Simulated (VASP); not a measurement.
SiC, 8 atoms in the cell. The structure is orthorhombic, space group Cmm2 (No. 35). Conventional cell: a = 6.194 Å, b = 6.194 Å, c = 4.380 Å, α = 90.00°, β = 90.00°, γ = 90.00°. Si (site symmetry m) has 4 C at 1.90 to 1.93 Å within 2.5 Å. Within 2.5 Å of Si (site symmetry m) lie 4 C at 1.86 to 1.90 Å. C (site symmetry mm2) has 4 Si at 1.86 to 1.93 Å within 2.5 Å. C (site symmetry mm2) has 4 Si at 1.90 Å within 2.5 Å. Within 2.5 Å of C (site symmetry 2) lie 4 Si at 1.90 Å.  This cell differs from its parent crystal: atom 5 (C) moved +0.060 Å along Cartesian [0 0 1].

| Quantity | Value |
| --- | --- |
| Program | VASP 6.6.1 |
| Task | single point |
| Functional | PBE |
| Potentials or basis | VASP PAW PBE potentials, release 64 (Si, C) |
| Cutoff | 520 eV |
| k mesh | 6 × 6 × 6 |
| Occupations | gaussian, width 0.05 eV |
| Spin | no spin polarisation |
| Dipole correction | no |
| Further INCAR settings | ALGO = Normal; EDIFF = 1e-06; NBANDS = 26 |

Potentials or basis: VASP PAW PBE potentials, release 64 (Si, C).

Launch:

```bash
$ cat potpaw_PBE.64/Si/POTCAR potpaw_PBE.64/C/POTCAR > POTCAR
$ mpirun -np 1 vasp_std > vasp.out
```

Hardware: 1 thread of Intel(R) Xeon(R) Platinum 8488C (Sapphire Rapids) (shared host).

How long does it take, and how much memory?

Wall time 110 s on 1 thread of Intel(R) Xeon(R) Platinum 8488C (Sapphire Rapids) (shared host), peak memory 0.24 GiB. Counts: scf iterations 13, k points 52.
